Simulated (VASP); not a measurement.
Li, 2 atoms in the cell. It takes space group I4_1/amd (No. 141, tetragonal). The conventional cell has a = 3.810 Å, b = 3.810 Å, c = 2.241 Å, α = 90.00°, β = 90.00°, γ = 90.00°. Within 2.6 Å of Li (site symmetry -4m2) lie 10 Li at 1.99 to 2.54 Å. 

| Quantity | Value |
| --- | --- |
| Program | VASP 6.6.1 |
| Task | single point |
| Functional | PBEsol |
| Potentials or basis | VASP PAW PBE potentials, release 64 (Li_sv) |
| Cutoff | 520 eV |
| k mesh | 20 × 20 × 20 |
| Occupations | fermi-dirac, width 0.1 eV |
| Spin | no spin polarisation |
| Dipole correction | no |
| Further INCAR settings | ALGO = Normal; EDIFF = 1e-06; NBANDS = 10 |

Potentials or basis: VASP PAW PBE potentials, release 64 (Li_sv).

Run with:

```bash
$ cat potpaw_PBE.64/Li_sv/POTCAR > POTCAR
$ mpirun -np 1 vasp_std > vasp.out
```

Hardware: 1 thread of Intel(R) Xeon(R) Platinum 8375C CPU @ 2.90GHz (Ice Lake) (shared host).

**Question.** Estimate the wall time of this run.

**Answer.** Wall time 110 s on 1 thread of Intel(R) Xeon(R) Platinum 8375C CPU @ 2.90GHz (Ice Lake), on a shared host, peak memory 0.2 GiB. Counts: scf iterations 11, k points 641.
